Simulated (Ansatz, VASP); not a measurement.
## Two plane-wave programs on GaAs

The input POSCAR:

```
GaAs
1.0
    0.0000000000      2.8332036537      2.6915434710
    2.8332036537      0.0000000000      2.6915434710
    2.8332036537      2.8332036537      0.0000000000
Ga As
1 1
Direct
    0.0000000000      0.0000000000      0.0000000000
    0.7500000000      0.7500000000      0.7500000000
```

The input INCAR.step1:

```
SYSTEM = GaAs
PREC = Accurate
ENCUT = 520
ISMEAR = 0
SIGMA = 0.05
LREAL = .False.
LASPH = .True.
NELM = 80
NBANDS = 16
GGA = PE
ALGO = Normal
EDIFF = 1E-4
LWAVE = .True.
LCHARG = .False.
```

File INCAR.step2:

```
SYSTEM = GaAs
PREC = Accurate
ENCUT = 520
EDIFF = 1E-7
ISMEAR = 0
SIGMA = 0.05
LREAL = .False.
LASPH = .True.
NELM = 80
ALGO = Normal
ISIF = 2
LWAVE = .False.
LCHARG = .False.
METAGGA = R2SCAN
LMIXTAU = .True.
NBANDS = 16
ISTART = 1
```

The input KPOINTS:

```
regular mesh
0
Gamma
  8 8 8
  0 0 0
```

Input for Ansatz:

```yaml
crystal:
  lattice:
    - [0.0, 2.8332036537, 2.691543471]
    - [2.8332036537, 0.0, 2.691543471]
    - [2.8332036537, 2.8332036537, 0.0]
  atoms:
    - { symbol: Ga, position: [0.0, 0.0, 0.0] }
    - { symbol: As, position: [0.75, 0.75, 0.75] }
basis:
  ecutwfc: 500
kpoints:
  mp_grid: { grid: [8, 8, 8] }
hamiltonian:
  xc: r2scan
scf:
  occupations: { method: gaussian, width: 0.05 }
output:
  forces: true
  stress: true
  eigenvalues: true
```

Change from the starting cell: strain +0.000 along x and y, -0.050 along z, atoms carried along.

Alike in both runs: task single point; functional r2SCAN; k mesh 8 × 8 × 8; occupations gaussian, width 0.05 eV; no spin polarisation.

|  | VASP | Ansatz |
| --- | --- | --- |
| version | VASP 6.6.1 | Ansatz 0.2.0 |
| potentials or method | VASP PAW PBE potentials, release 64 (Ga_d, As), cutoff 520 eV | scalar-relativistic, plane waves, PAW |
| valence electrons in the cell | 18 | 28 |

|  | VASP | Ansatz | Ansatz less VASP |
| --- | --- | --- | --- |
| gap on the k mesh at the Fermi level (eV) | 1.15 | 1.17 | +0.021 |
| least direct gap on the mesh (eV) | 1.15 | 1.17 | +0.021 |
| pressure (GPa) | 4.3 | 4.1 | -0.13 |
| traceless stress, the component that is largest in VASP (GPa) | 2.08 | 2.10 | +0.011 |

VASP's potentials were made for PBE, not for r2SCAN. VASP's potentials hold 18 valence electrons a cell and Ansatz's 28, so a difference there can come from the potentials and not from the codes.
